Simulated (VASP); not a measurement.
# W (Fm-3m) in VASP: notebook, part 2 of 2

VASP 6.6.1.

### 3 Single point, PBE

This run uses another cell than the first one, of 17.40 Å³/atom, 1.040 times its volume.

INCAR

```
SYSTEM = W
ALGO = Normal
EDIFF = 1E-6
ENCUT = 520
GGA = PE
ISIF = 2
ISMEAR = 0
LASPH = .TRUE.
LCHARG = .TRUE.
LELF = .TRUE.
LREAL = .FALSE.
LVHAR = .TRUE.
LWAVE = .FALSE.
NBANDS = 13
NELM = 80
PREC = Accurate
SIGMA = 0.05
```

KPOINTS

```
k-points
0
G
  12 12 12
  0 0 0
```

POSCAR

```
W
1.0
    0.0000000000      2.0567135898      2.0567135898
    2.0567135898      0.0000000000      2.0567135898
    2.0567135898      2.0567135898      0.0000000000
W
1
Direct
    0.0000000000      0.0000000000      0.0000000000
```

Potentials or basis: VASP PAW PBE potentials, release 64 (W_sv).

Started as:

```console
cat potpaw_PBE.64/W_sv/POTCAR > POTCAR
mpirun -np 1 vasp_std > vasp.out
```

OUTCAR:

```text
SYSTEM = W
   EDIFF = 1E-6
   ENCUT = 520
   GGA = PE
   ISIF = 2
   ISMEAR = 0
   LASPH = .TRUE.
   LREAL = .FALSE.
   NELM = 80
   PREC = Accurate

 ion  position               nearest neighbor table
   1  0.000  0.000  0.000-

  LATTYP: Found a face centered cubic cell.
 ALAT       =     4.1134271796

  Lattice vectors:

 A1 = (   0.0000000000,   2.0567135898,   2.0567135898)
 A2 = (   2.0567135898,   0.0000000000,   2.0567135898)
 A3 = (   2.0567135898,   2.0567135898,   0.0000000000)

Analysis of symmetry for initial positions (statically):
=====================================================================
 Subroutine PRICEL returns:
 Original cell was already a primitive cell.

 Routine SETGRP: Setting up the symmetry group for a
 face centered cubic supercell.

 Subroutine GETGRP returns: Found 48 space group operations
 (whereof 48 operations were pure point group operations)
 out of a pool of 48 trial point group operations.

The static configuration has the point symmetry O_h .

Analysis of symmetry for dynamics (positions and initial velocities):
[... 162 lines left out ...]
 fundamental gap:      0.0355785815
 Fermi energy:         9.7424035922

 k-point     1 :       0.0000    0.0000    0.0000
  band No.  band energies     occupation
      1     -64.0696      2.00000
      2     -27.7687      2.00000
      3     -27.7687      2.00000
      4     -27.7687      2.00000
      5       1.0198      2.00000
      6       9.2185      2.00000
      7       9.2185      2.00000
      8       9.2185      2.00000
      9      12.0929      0.00000
     10      12.0929      0.00000
     11      22.4094      0.00000
     12      27.3440      0.00000
     13      27.3440      0.00000
[... 354 lines left out ...]
  band No.  band energies     occupation
      1     -63.9804      2.00000
      2     -28.6210      2.00000
      3     -28.0693      2.00000
      4     -27.9312      2.00000
      5       5.3496      2.00000
      6       7.9189      2.00000
      7       9.2142      2.00000
      8       9.8379      0.00692
      9      13.8198      0.00000
     10      16.0215      0.00000
     11      18.8063      0.00000
     12      24.0906      0.00000
     13      26.4967      0.00000

 [... further k-points ...]
[... 5 lines left out ...]
  --------------------------------------------------------------------------------------
  -------------------------------------------------------------------------------------
  Total       -1.5633710     -1.5633710     -1.5633710      0.0000000     -0.0000000      0.0000000
  in kB     -143.9531552   -143.9531552   -143.9531552      0.0000000     -0.0000000      0.0000000
  external PRESSURE =    -143.9531552 kB  Pullay stress =       0.0000000 kB

 VOLUME and BASIS-vectors are now :
 -----------------------------------------------------------------------------
  energy-cutoff  :      520.00
  volume of cell :       17.40
      direct lattice vectors                 reciprocal lattice vectors
     0.000000000  2.056713590  2.056713590    -0.243106285  0.243106285  0.243106285
     2.056713590  0.000000000  2.056713590     0.243106285 -0.243106285  0.243106285
     2.056713590  2.056713590  0.000000000     0.243106285  0.243106285 -0.243106285

 POSITION                                       TOTAL-FORCE (eV/Angst)
 -----------------------------------------------------------------------------------
      0.00000      0.00000      0.00000         0.000000     -0.000000     -0.000000
 -----------------------------------------------------------------------------------
    total drift:                                0.000000      0.000000      0.000000

  FREE ENERGIE OF THE ION-ELECTRON SYSTEM (eV)
  ---------------------------------------------------
  free  energy   TOTEN  =       -12.4265018248 eV

  energy  without entropy=      -12.4240559213  energy(sigma->0) =      -12.42527887
```

OSZICAR:

```text
N       E                     dE             d eps       ncg     rms          rms(c)
DAV:   1     0.867845374527E+02    0.86785E+02   -0.74712E+03  1872   0.120E+03
DAV:   2    -0.112582537670E+02   -0.98043E+02   -0.94520E+02  2122   0.317E+02
DAV:   3    -0.130918242050E+02   -0.18336E+01   -0.18217E+01  2037   0.414E+01
DAV:   4    -0.131007512984E+02   -0.89271E-02   -0.89269E-02  2132   0.322E+00
DAV:   5    -0.131008377916E+02   -0.86493E-04   -0.86493E-04  2067   0.297E-01    0.170E+01
DAV:   6    -0.125521471762E+02    0.54869E+00   -0.49911E-01  1997   0.918E+00    0.616E+00
DAV:   7    -0.124305008395E+02    0.12165E+00   -0.20718E-01  2072   0.554E+00    0.627E-01
DAV:   8    -0.124265559216E+02    0.39449E-02   -0.41391E-03  1887   0.826E-01    0.759E-02
DAV:   9    -0.124265033515E+02    0.52570E-04   -0.13146E-04  2174   0.132E-01    0.375E-02
DAV:  10    -0.124265012633E+02    0.20882E-05   -0.14628E-05  2027   0.489E-02    0.374E-03
DAV:  11    -0.124265018248E+02   -0.56149E-06   -0.35865E-07  1286   0.807E-03
   1 F= -.12426502E+02 E0= -.12425279E+02  d E =-.244590E-02
```

stdout:

```text
POSCAR found type information on POSCAR W
 POSCAR found :  1 types and       1 ions
 scaLAPACK will be used
 LDA part: xc-table for (Slater+PW92), standard interpolation
 POSCAR, INCAR and KPOINTS ok, starting setup
 FFT: planning ... GRIDC
 FFT: planning ... GRID_SOFT
 FFT: planning ... GRID
 WAVECAR not read
 entering main loop
```

Wall time 15 s (1 thread of Intel Xeon 8259CL, shared host); peak memory 0.15 GiB.

What came out:

```
Free energy            : -12.4265 eV
Pressure               : -14.4 GPa
Band gap on the k mesh : zero (band 7 reaches 12.45 eV, above the bottom of band 8 at 9.22 eV)
```

Caveat: spin-orbit coupling is left out, which moves the levels of the heavy elements.

### 4 Single point, PBE

This run uses another cell than the first one, of 18.07 Å³/atom, 1.080 times its volume.

INCAR

```
PREC = Accurate ; ENCUT = 520
EDIFF = 1E-6 ; ISMEAR = 0
SIGMA = 0.05 ; LREAL = False
LASPH = True ; NELM = 80
ALGO = Normal ; ISIF = 2
LWAVE = False ; LCHARG = False
GGA = PE ; NBANDS = 13
```

KPOINTS

```
regular mesh
0
Gamma
  12 12 12
```

POSCAR

```
W
1.0
    0.0000000000      2.0827507031      2.0827507031
    2.0827507031      0.0000000000      2.0827507031
    2.0827507031      2.0827507031      0.0000000000
W
1
Direct
    0.0000000000      0.0000000000      0.0000000000
```

Started as:

```console
cat potpaw_PBE.64/W_sv/POTCAR > POTCAR
mpirun -np 1 vasp_std > vasp.out
```

It took 16 s on 1 thread of Intel Xeon 8259CL, shared host; peak memory 0.15 GiB.

Results (log left out):

```
Free energy            : -12.3500 eV
Pressure               : -22.0 GPa
Band gap on the k mesh : zero (band 7 reaches 11.80 eV, above the bottom of band 8 at 8.77 eV)
```

Levels at points of the mesh, in eV from the Fermi level:
```
           k point  band 5  band 6  band 7  band 8  band 9  band 10
(0.00, 0.00, 0.00)   -8.53   -0.49   -0.49   -0.49    2.23     2.23
(0.50, 0.00, 0.00)   -5.14   -0.67   -0.67    0.36    4.37     4.37
(0.50, 0.50, 0.00)   -4.89   -3.99    2.53    4.33    4.99     4.99
```

Caveat: spin-orbit coupling is left out, which moves the levels of the heavy elements.

### 5 Summary

```csv
cell,gap on the mesh (eV),pressure (GPa)
"a = 2.871 Å, angles 60.0°, 1 atom",none,-4.6
"a = 2.909 Å, angles 60.0°, 1 atom",none,-14.4
"a = 2.945 Å, angles 60.0°, 1 atom",none,-22.0
```

Alike in all rows: task single point; level PBE; potentials or basis VASP PAW PBE potentials, release 64 (W_sv); no spin polarisation; k mesh 12 × 12 × 12; cutoff (eV) 520; smearing gaussian 0.05 eV.

Caveats: spin-orbit coupling is left out, which moves the levels of the heavy elements.

Absolute energies hang on the potentials; compare differences alone.
